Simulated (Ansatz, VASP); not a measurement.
GaN: VASP beside Ansatz

POSCAR

```
GaN
1.0
    0.0000000000      2.1085152339      2.1783070881
    2.1085152339      0.0000000000      2.1783070881
    2.1085152339      2.1085152339      0.0000000000
Ga N
1 1
Direct
    0.0000000000      0.0000000000      0.0000000000
    0.5000000000      0.5000000000      0.5000000000
```

Contents of INCAR.step1:

```
SYSTEM = GaN
PREC = Accurate
ENCUT = 520
ISMEAR = 0
SIGMA = 0.01
LREAL = .False.
LASPH = .True.
NELM = 80
NBANDS = 16
GGA = PE
ALGO = Normal
EDIFF = 1E-4
LWAVE = .True.
LCHARG = .False.
```

The input INCAR.step2:

```
SYSTEM = GaN
PREC = Accurate
ENCUT = 520
EDIFF = 1E-6
ISMEAR = 0
SIGMA = 0.01
LREAL = .False.
LASPH = .True.
NELM = 80
ALGO = Normal
ISIF = 2
LWAVE = .False.
LCHARG = .False.
METAGGA = R2SCAN
LMIXTAU = .True.
NBANDS = 16
ISTART = 1
```

Contents of KPOINTS:

```
Automatic mesh
0
Gamma
  10 10 10
  0 0 0
```

Input for Ansatz:

```yaml
crystal:
  lattice:
    - [0.0, 2.1085152339, 2.1783070881]
    - [2.1085152339, 0.0, 2.1783070881]
    - [2.1085152339, 2.1085152339, 0.0]
  atoms:
    - { symbol: Ga, position: [0.0, 0.0, 0.0] }
    - { symbol: "N", position: [0.5, 0.5, 0.5] }
kpoints:
  mp_grid: { grid: [10, 10, 10] }
  band_path:
    path:
      - [0.0, 0.0, 0.0]
      - [0.5, 0.0, 0.5]
      - [0.625, 0.25, 0.625]
      - [0.375, 0.375, 0.75]
      - [0.5, 0.5, 0.5]
      - [0.5, 0.25, 0.75]
      - [0.1875, 0.1875, 0.375]
    npoints: 1
hamiltonian:
  xc: r2scan
scf:
  occupations: { method: fixed }
  n_extra_bands: 4
output:
  forces: true
  stress: true
  eigenvalues: true
```

Change from the starting cell: uniaxial_z strain +3.3%.

Alike in both runs: task single point; functional r2SCAN; k mesh 10 × 10 × 10; no spin polarisation.

```csv
,VASP,Ansatz
version,VASP 6.6.1,Ansatz 0.2.0
potentials or method,"VASP PAW PBE potentials, release 64 (Ga_d, N)","plane waves, PAW"
plane-wave cutoff (eV),520,500
occupations,"gaussian, width 0.01 eV",fixed
valence electrons in the cell,18,18
```

```tsv
	VASP	Ansatz	Ansatz less VASP
gap on the k mesh at the Fermi level (eV)	0.80	0.82	+0.023
pressure (GPa)	-5.9	-7.0	-1.10
traceless stress, the component that is largest in VASP (GPa)	-3.36	-3.05	+0.310
```

VASP's potentials were made for PBE, not for r2SCAN.
